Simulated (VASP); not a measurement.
## NbH: single point with PBEsol

Crystal: NbH.

```xyz
2
Lattice="-1.5629 1.5629 1.9299 1.5629 -1.5629 1.9299 1.5629 1.5629 -1.9299" Properties=species:S:1:pos:R:3 pbc="T T T"
Nb    0.0000    0.0000    0.0000
H     0.0000    0.0000    1.9299
```

```
Program                : VASP 6.6.1
Task                   : single point
Functional             : PBEsol
Potentials or basis    : VASP PAW PBE potentials, release 64 (Nb_sv, H)
Cutoff                 : 520 eV
k mesh                 : 13 × 13 × 13
Occupations            : fermi-dirac, width 0.1 eV
Spin                   : no spin polarisation
Dipole correction      : no
Further INCAR settings : ALGO = Normal; EDIFF = 1e-06; NBANDS = 14
```

```yaml
Pressure: 9.1 GPa
Band_gap_on_the_k_mesh: zero (band 7 reaches 15.97 eV, above the bottom of band 8 at 11.51 eV)
```

Stress tensor (GPa, compression positive):
```
8.69 0.00 0.00
0.00 8.69 0.00
0.00 0.00 9.98
```

Levels at points of the mesh, in eV from the Fermi level:
| k point | band 5 | band 6 | band 7 | band 8 | band 9 | band 10 |
| --- | --- | --- | --- | --- | --- | --- |
| (0.00, 0.00, 0.00) | -10.00 | -0.80 | -0.80 | 0.69 | 1.02 | 2.03 |

Wall time 40 s on 1 thread of Intel(R) Xeon(R) Platinum 8488C (Sapphire Rapids) (shared host), peak memory 0.18 GiB.

Caveat: the PAW data sets were made with another functional, which shifts forces and pressure a little.
